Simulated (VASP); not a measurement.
# Cd (P6_3/mmc) in VASP: notebook

The runs below take Cd through single point, with LDA.

Program: VASP 6.6.1. These are calculated values, not measurements. Logs are shortened: lines on timing, memory, paths and dates and some standing lists are left out, and cuts for length are marked.

**1. The cell of the first run**

The structure is hexagonal, space group P6_3/mmc (No. 194). Conventional cell: a = 2.882 Å, b = 2.882 Å, c = 5.638 Å, α = 90.00°, β = 90.00°, γ = 120.00°. Within 3.8 Å of Cd (site symmetry -6m2) lie 12 Cd at 2.88 to 3.27 Å.

**2. Single point, LDA**

INCAR reads:

```
SYSTEM = Cd
ALGO     = Normal         ! electronic algorithm
EDIFF    = 1E-6           ! SCF threshold, eV
ENCUT    = 630            ! plane-wave cutoff, eV
GGA      = CA             ! functional
GGA_COMPAT= .FALSE.      
ISIF     = 2              ! what is computed and relaxed
ISMEAR   = -1             ! smearing method
LASPH    = .TRUE.         ! aspherical terms in the spheres
LCHARG   = .FALSE.        ! write CHGCAR
LREAL    = .FALSE.        ! projectors in reciprocal space
LWAVE    = .FALSE.        ! write WAVECAR
NBANDS   = 27             ! bands
NELM     = 120            ! most SCF steps
PREC     = Accurate       ! precision mode
SIGMA    = 0.2            ! smearing width, eV
```

KPOINTS reads:

```
k-points
0
G
  13 13 6
  0 0 0
```

POSCAR reads:

```
Cd
1.0
    2.8818641727      0.0000000000      0.0000000000
   -1.4409320863      2.4957675838      0.0000000000
    0.0000000000      0.0000000000      5.6383707528
Cd
2
Direct
    0.3333333333      0.6666666667      0.2500000000
    0.6666666667      0.3333333333      0.7500000000
```

Potentials or basis: VASP PAW LDA potentials, release 64 (Cd_sv_GW).

Started as:

```
cat potpaw_LDA.64/Cd_sv_GW/POTCAR > POTCAR
mpirun -np 1 vasp_std > vasp.out
```

OUTCAR:

```text
SYSTEM = Cd
   EDIFF = 1E-6
   ENCUT = 630
   GGA = CA
   ISIF = 2
   ISMEAR = -1
   LASPH = .TRUE.
   LREAL = .FALSE.
   NELM = 120
   PREC = Accurate

 ion  position               nearest neighbor table
   1  0.333  0.667  0.250-
   2  0.667  0.333  0.750-

  LATTYP: Found a hexagonal cell.
 ALAT       =     2.8818641727
 C/A-ratio  =     1.9565012141

  Lattice vectors:

 A1 = (   2.8818641727,   0.0000000000,   0.0000000000)
 A2 = (  -1.4409320863,   2.4957675838,   0.0000000000)
 A3 = (   0.0000000000,   0.0000000000,   5.6383707528)

Analysis of symmetry for initial positions (statically):
=====================================================================
 Subroutine PRICEL returns:
 Original cell was already a primitive cell.

 Routine SETGRP: Setting up the symmetry group for a
 hexagonal supercell.

 Subroutine GETGRP returns: Found 24 space group operations
 (whereof 12 operations were pure point group operations)
 out of a pool of 24 trial point group operations.

The static configuration has the point symmetry D_3d.
 The point group associated with its full space group is D_6h.

Analysis of symmetry for dynamics (positions and initial velocities):
=====================================================================
 Subroutine PRICEL returns:
 Original cell was already a primitive cell.

 Routine SETGRP: Setting up the symmetry group for a
 hexagonal supercell.

 Subroutine GETGRP returns: Found 24 space group operations
 (whereof 12 operations were pure point group operations)
 out of a pool of 24 trial point group operations.

The dynamic configuration has the point symmetry D_3d.
 The point group associated with its full space group is D_6h.

 Subroutine INISYM returns: Found 24 space group operations
 (whereof 12 operations are pure point group operations),
 and found     1 'primitive' translations

----------------------------------------------------------------------------------------

                                     Primitive cell

  volume of cell :      40.5538

  direct lattice vectors                    reciprocal lattice vectors
     2.881864173  0.000000000  0.000000000     0.346997617  0.200339167  0.000000000
    -1.440932086  2.495767584  0.000000000     0.000000000  0.400678335  0.000000000
     0.000000000  0.000000000  5.638370753     0.000000000  0.000000000  0.177356198

  length of vectors
     2.881864173  2.881864173  5.638370753     0.400678335  0.400678335  0.177356198

  position of ions in fractional coordinates (direct lattice)
     0.333333333  0.666666667  0.250000000
     0.666666667  0.333333333  0.750000000

  ion indices of the primitive-cell ions
   primitive index   ion index
                 1           1
                 2           2

----------------------------------------------------------------------------------------

 KPOINTS: k-points

Automatic generation of k-mesh.
 Grid dimensions read from file:
 generate k-points for:   13   13    6

 Generating k-lattice:

  Cartesian coordinates                     Fractional coordinates (reciprocal lattice)
     0.026692124  0.015410705  0.000000000     0.076923077 -0.000000000  0.000000000
     0.000000000  0.030821410  0.000000000     0.000000000  0.076923077  0.000000000
     0.000000000  0.000000000  0.029559366     0.000000000  0.000000000  0.166666667

  Length of vectors
     0.030821410  0.030821410  0.029559366

  Shift w.r.t. Gamma in fractional coordinates (k-lattice)
     0.000000000  0.000000000  0.000000000

 Subroutine IBZKPT returns following result:
 ===========================================

 Found     84 irreducible k-points:

 Following reciprocal coordinates:
            Coordinates               Weight
  0.000000  0.000000  0.000000      1.000000
  0.076923  0.000000  0.000000      6.000000
  0.153846 -0.000000  0.000000      6.000000
  0.230769 -0.000000  0.000000      6.000000
  0.307692 -0.000000  0.000000      6.000000
  0.384615  0.000000  0.000000      6.000000
[... 16 lines left out ...]
  0.076923  0.000000  0.166667     12.000000
  0.153846 -0.000000  0.166667     12.000000
 [... further k-points ...]
   k-points           NKPTS =     84   k-points in BZ     NKDIM =     84   number of bands    NBANDS=     27
   number of dos      NEDOS =    301   number of ions     NIONS =      2
   total plane-waves  NPLWV =  27648
   dimension x,y,z NGX =    24 NGY =   24 NGZ =   48
   dimension x,y,z NGXF=    48 NGYF=   48 NGZF=   96
   ions per type =               2
   NGX,Y,Z   is equivalent  to a cutoff of  13.84, 13.84, 14.15 a.u.
   NGXF,Y,Z  is equivalent  to a cutoff of  27.69, 27.69, 28.31 a.u.
 SYSTEM =  Cd
   PREC   = accura    normal or accurate (medium, high low for compatibility)
   ISTART =      0    job   : 0-new  1-cont  2-samecut
   ICHARG =      2    charge: 1-file 2-atom 10-const
   ISPIN  =      1    spin polarized calculation?
   LNONCOLLINEAR =      F non collinear calculations
   LSORBIT =      F    spin-orbit coupling
   LASPH  =      T    aspherical Exc in radial PAW
   ENCUT  =  630.0 eV  46.30 Ry    6.80 a.u.   5.90  5.90 11.54*2*pi/ulx,y,z
   NELM   =    120;   NELMIN=  2; NELMDL= -5     # of ELM steps
   EDIFF  = 0.1E-05   stopping-criterion for ELM
   LREAL  =      F    real-space projection
   EDIFFG = 0.1E-04   stopping-criterion for IOM
   NSW    =      0    number of steps for IOM
   IBRION =     -1    ionic relax: 0-MD 1-quasi-New 2-CG
   NFREE  =      0    steps in history (QN), initial steepest desc. (CG)
   ISIF   =      2    stress and relaxation
   ISYM   =      2    0-nonsym 1-usesym 2-fastsym
   POTIM  = 0.5000    time-step for ionic-motion
   TEBEG  =    0.0;   TEEND  =   0.0 temperature during run
   PSTRESS=    0.0 pullay stress
   NELECT =      40.0000    total number of electrons
   NUPDOWN=      -1.0000    fix difference up-down
   EMIN   =  10.00;   EMAX   =-10.00  energy-range for DOS
   EFERMI =   0.00;   METHOD = LEGACY
   ISMEAR =    -1;   SIGMA  =   0.20  broadening in eV -4-tet -1-fermi 0-gaus
   EFERMI_NEDOS =   21; number of points for ismear=-14 and -15
   IALGO  =     38    algorithm
   IMIX   =      4    mixing-type and parameters
     AMIX     =   0.40;   BMIX     =  1.00
     AMIX_MAG =   1.60;   BMIX_MAG =  1.00
  volume/ion in A,a.u.               =      20.28       136.84
  Fermi-wavevector in a.u.,A,eV,Ry     =   1.629613  3.079521 36.132143  2.655638
  Thomas-Fermi vector in A             =   2.722050
   LORBIT       =      0    0 simple, 1 ext, 2 COOP (PROOUT), +10 PAW based schemes
   GGA     = CA    functional components
   LHFCALC =     F    Hartree Fock is set to
   AEXX    =    0.0000 exact exchange contribution
   IVDW    =     0    specifies the selected vdW correction
   LEPSILON=     F    determine dielectric tensor
   LRPA    =     F    only Hartree local field effects (RPA)
 non-spin polarized calculation
  energy-cutoff  :      630.00
  volume of cell :       40.55
 maximum number of plane-waves:      1474
 NGX is ok and might be reduce to    24
   NGX = 11   NGY = 11   NGZ = 23

 number of electron      40.0000021 magnetization

 Free energy of the ion-electron system (eV)
  ---------------------------------------------------
  ext. energy  EPLUGINS =         0.00000000
  ---------------------------------------------------
  free energy    TOTEN  =        -3.09463622 eV

  energy without entropy =       -3.03195671  energy(sigma->0) =       -3.06329646

 E-fermi :   6.8010     XC(G=0): -12.0170

 val. band max:        6.7551399873   @ k =   0.3077  -0.0000   0.0000
 cond. band min:       6.8216035635   @ k =   0.3846   0.0769   0.0000
 fundamental gap:      0.0664635763
 Fermi energy:         6.8009824267

 k-point     1 :       0.0000    0.0000    0.0000
  band No.  band energies     occupation
      1     -95.7279      2.00000
      2     -95.7267      2.00000
      3     -57.1034      2.00000
      4     -57.0813      2.00000
      5     -57.0554      2.00000
      6     -57.0554      2.00000
[... 19 lines left out ...]
     26      22.7456      0.00000
     27      22.7462      0.00000

 k-point     2 :       0.0769    0.0000    0.0000
  band No.  band energies     occupation
      1     -95.7275      2.00000
      2     -95.7263      2.00000
      3     -57.1026      2.00000
      4     -57.0811      2.00000
      5     -57.0599      2.00000
      6     -57.0579      2.00000
[... 19 lines left out ...]
     26      21.5855      0.00000
     27      22.8918      0.00000

 k-point     3 :       0.1538   -0.0000    0.0000
  band No.  band energies     occupation
      1     -95.7263      2.00000
      2     -95.7252      2.00000
      3     -57.1003      2.00000
      4     -57.0805      2.00000
      5     -57.0729      2.00000
      6     -57.0709      2.00000
[... 19 lines left out ...]
     26      21.3583      0.00000
     27      21.6564      0.00000

 k-point     4 :       0.2308   -0.0000    0.0000
  band No.  band energies     occupation
      1     -95.7246      2.00000
      2     -95.7237      2.00000
      3     -57.0971      2.00000
      4     -57.0911      2.00000
      5     -57.0891      2.00000
      6     -57.0798      2.00000
[... 19 lines left out ...]
     26      19.5167      0.00000
     27      20.9864      0.00000

 k-point     5 :       0.3077   -0.0000    0.0000
  band No.  band energies     occupation
      1     -95.7228      2.00000
      2     -95.7220      2.00000
      3     -57.1105      2.00000
      4     -57.1084      2.00000
      5     -57.0932      2.00000
      6     -57.0793      2.00000
[... 19 lines left out ...]
     26      20.1323      0.00000
     27      20.8263      0.00000

 k-point     6 :       0.3846    0.0000    0.0000
  band No.  band energies     occupation
      1     -95.7213      2.00000
      2     -95.7207      2.00000
      3     -57.1265      2.00000
      4     -57.1243      2.00000
      5     -57.0897      2.00000
      6     -57.0794      2.00000
[... 444 lines left out ...]
      1     -95.7194      2.00000
      2     -95.7193      2.00000
      3     -57.1183      2.00000
      4     -57.1164      2.00000
      5     -57.1063      2.00000
      6     -57.1042      2.00000
[... 19 lines left out ...]
     26      13.2122      0.00000
     27      15.0265      0.00000

 k-point    22 :       0.0000    0.0000    0.1667
  band No.  band energies     occupation
      1     -95.7278      2.00000
      2     -95.7268      2.00000
      3     -57.1020      2.00000
      4     -57.0828      2.00000
      5     -57.0552      2.00000
      6     -57.0552      2.00000
[... 19 lines left out ...]
     26      22.8373      0.00000
     27      22.8722      0.00000

 k-point    23 :       0.0769    0.0000    0.1667
  band No.  band energies     occupation
      1     -95.7274      2.00000
      2     -95.7264      2.00000
      3     -57.1012      2.00000
      4     -57.0826      2.00000
      5     -57.0598      2.00000
      6     -57.0580      2.00000
[... 19 lines left out ...]
     26      22.5245      0.00000
     27      22.8881      0.00000

 k-point    24 :       0.1538   -0.0000    0.1667
  band No.  band energies     occupation
      1     -95.7262      2.00000
      2     -95.7253      2.00000
      3     -57.0991      2.00000
      4     -57.0820      2.00000
      5     -57.0727      2.00000
      6     -57.0709      2.00000
[... 19 lines left out ...]
     26      21.2774      0.00000
     27      22.5737      0.00000

 [... further k-points ...]

------------------------ aborting loop because EDIFF is reached ----------------------------------------

  FORCE on cell =-STRESS in cart. coord.  units (eV):
  Direction    XX          YY          ZZ          XY          YZ          ZX
  --------------------------------------------------------------------------------------
  -------------------------------------------------------------------------------------
  Total        0.2457303      0.2457303     -0.3893386      0.0000000      0.0000000      0.0000000
  in kB        9.7081826      9.7081826    -15.3817880      0.0000000      0.0000000      0.0000000
  external PRESSURE =       1.3448590 kB  Pullay stress =       0.0000000 kB

 VOLUME and BASIS-vectors are now :
 -----------------------------------------------------------------------------
  energy-cutoff  :      630.00
  volume of cell :       40.55
      direct lattice vectors                 reciprocal lattice vectors
     2.881864173  0.000000000  0.000000000     0.346997617  0.200339167  0.000000000
    -1.440932086  2.495767584  0.000000000     0.000000000  0.400678335  0.000000000
     0.000000000  0.000000000  5.638370753     0.000000000  0.000000000  0.177356198

 POSITION                                       TOTAL-FORCE (eV/Angst)
 -----------------------------------------------------------------------------------
     -0.00000      1.66385      1.40959         0.000000     -0.000000     -0.000000
      1.44093      0.83192      4.22878         0.000000      0.000000      0.000000
 -----------------------------------------------------------------------------------
    total drift:                               -0.000000      0.000000      0.000000

  FREE ENERGIE OF THE ION-ELECTRON SYSTEM (eV)
  ---------------------------------------------------
  free  energy   TOTEN  =        -3.0946362155 eV

  energy  without entropy=       -3.0319567085  energy(sigma->0) =       -3.06329646
```

Wall time 3.6 min (1 thread of AMD EPYC, shared host); peak memory 0.21 GiB.

What came out:

```yaml
Free_energy: -3.0946 eV
Pressure: 0.1 GPa
Band_gap_on_the_k_mesh: zero (bands 20 and 21 overlap by 4.68 eV)
```

Levels at points of the mesh, in eV from the Fermi level:
| k point | band 16 | band 17 | band 18 | band 19 | band 20 | band 21 | band 22 | band 23 | band 24 | band 25 |
| --- | --- | --- | --- | --- | --- | --- | --- | --- | --- | --- |
| (0.00, 0.00, 0.00) | -8.65 | -8.65 | -8.41 | -8.41 | -3.39 | -3.35 | 9.74 | 14.29 | 14.74 | 15.42 |
| (0.00, 0.00, 0.50) | -8.52 | -8.52 | -8.52 | -7.71 | -7.71 | 3.33 | 3.33 | 14.56 | 14.56 | 16.74 |

(Continued in part 2 of 2.)

The gap in the log of VASP goes by the Fermi energy; the results here count the filled bands.